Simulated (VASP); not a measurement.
Here is a VASP 6.6.1 calculation.

INCAR

```
SYSTEM = Os
PREC = Accurate
ENCUT = 520
EDIFF = 1E-6
ISMEAR = -1
SIGMA = 0.1
LREAL = .False.
LASPH = .True.
NELM = 80
ALGO = Normal
ISIF = 2
LWAVE = .False.
LCHARG = .True.
GGA = CA
LELF = .True.
LVHAR = .True.
NBANDS = 15
```

KPOINTS

```
Automatic mesh
0
Gamma
  22 22 12
  0 0 0
```

POSCAR

```
Os
1.0
    2.7532857652      0.0000000000      0.0000000000
   -1.3766428826      2.3844154166      0.0000000000
    0.0000000000      0.0000000000      4.3408415681
Os
2
Direct
    0.3333333333      0.6666666667      0.2500000000
    0.6666666667      0.3333333333      0.7500000000
```

Potentials or basis: VASP PAW LDA potentials, release 64 (Os).

Command:

```sh
$ cat potpaw_LDA.64/Os/POTCAR > POTCAR
$ mpirun -np 1 vasp_std > vasp.out
```

(1) Predict the pressure.

(2) Predict the band gap on the k mesh.

## Answers

(1) -15.3 GPa.

(2) zero (bands 8 and 9 overlap by 3.79 eV).

Caveat: the cell stands under tension; spin-orbit coupling is left out, which moves the levels of the heavy elements.
